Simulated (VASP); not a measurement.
Input of a VASP 6.6.1 run:

File INCAR:

```
PREC = Accurate
ENCUT = 520
EDIFF = 1E-7
ISMEAR = 0
SIGMA = 0.1
LREAL = False
LASPH = True
NELM = 80
ALGO = Normal
ISIF = 2
LWAVE = False
LCHARG = False
GGA = PE
NBANDS = 16
```

File KPOINTS:

```
Automatic mesh
0
Gamma
  6 6 4
```

POSCAR

```
TaSi2
1.0
    2.9516505917      0.0000000000      0.0000000000
   -1.4758252958      2.5562043955      0.0000000000
    0.0000000000      0.0000000000      6.1524923372
Ta Si
1 2
Direct
    0.0000000000      0.0000000000      0.0000000000
    0.3333333333      0.6666666667      0.3425559799
    0.6666666667      0.3333333333      0.6574440201
```

Potentials or basis: VASP PAW PBE potentials, release 64 (Ta_pv, Si).

Command:

```sh
$ cat potpaw_PBE.64/Ta_pv/POTCAR potpaw_PBE.64/Si/POTCAR > POTCAR
$ mpirun -np 1 vasp_std > vasp.out
```

(1) Estimate the pressure.

(2) Estimate the largest force.

Answers

(1) 0.1 GPa.

(2) 0.010 eV/Å.

Caveat: the k points lie up to 0.41 Å⁻¹ apart.
